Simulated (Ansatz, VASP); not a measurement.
One calculation of ZrB, two programs

```
Zr B
1.0
     0.00000    2.39053    2.19928
     2.39053    0.00000    2.19928
     2.39053    2.39053    0.00000
Zr B
1 1
Direct
  0.00000 0.00000 0.00000
  0.50000 0.50000 0.50000
```

Alike in both runs: task single point; functional LDA; k mesh 20 × 20 × 20; occupations gaussian, width 0.15 eV; no spin polarisation.

```csv
,VASP,Ansatz
version,VASP 6.6.1,Ansatz 0.2.0
potentials or method,"VASP PAW LDA potentials, release 64 (Zr_sv, B), cutoff 520 eV","scalar-relativistic, plane waves, PAW"
valence electrons in the cell,15,15
```

```tsv
	VASP	Ansatz	Ansatz less VASP
gap on the k mesh at the Fermi level (eV)	none	none	-
pressure (GPa)	26.7	26.3	-0.43
traceless stress, the component that is largest in VASP (GPa)	24.55	24.56	+0.018
```

LDA's correlation is that of Perdew and Zunger in VASP and of Perdew and Wang (1992) in Ansatz. A gap of «none» marks a metal or a gap that the smearing closes.
